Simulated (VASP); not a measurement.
Li2Se, 3 atoms in the cell. The structure is cubic, space group Fm-3m (No. 225). The conventional cell has a = 6.005 Å, b = 6.005 Å, c = 6.005 Å, α = 90.00°, β = 90.00°, γ = 90.00°. Within 3.4 Å of Li (site symmetry -43m) lie 4 Se at 2.60 Å and 6 Li at 3.00 Å. Within 3.4 Å of Se (site symmetry m-3m) lie 8 Li at 2.60 Å. 

- Program: VASP 6.6.1
- Task: relaxation of cell and atoms
- Functional: PBE
- Potentials or basis: VASP PAW PBE potentials, release 64 (Li_sv, Se)
- Cutoff: 750 eV
- k mesh: 6 × 6 × 6
- Occupations: gaussian, width 0.01 eV
- Spin: no spin polarisation
- Target pressure: 5 GPa
- Dipole correction: no
- Further INCAR settings: ALGO = Normal; EDIFF = 1e-07; IBRION = 2; EDIFFG = -0.01; NSW = 80; ISIF = 3

Potentials or basis: VASP PAW PBE potentials, release 64 (Li_sv, Se).

Command:

```console
$ cat potpaw_PBE.64/Li_sv/POTCAR potpaw_PBE.64/Se/POTCAR > POTCAR
$ mpirun -np 1 vasp_std > vasp.out
```

Hardware: 1 thread of Intel(R) Xeon(R) Platinum 8559C (Emerald Rapids), on a shared host.

Question: How long does it take, and how much memory?

Answer: Wall time 39 s on 1 thread of Intel(R) Xeon(R) Platinum 8559C (Emerald Rapids), on a shared host, peak memory 0.24 GiB. Counts: scf iterations 37, k points 16, ion steps 4.
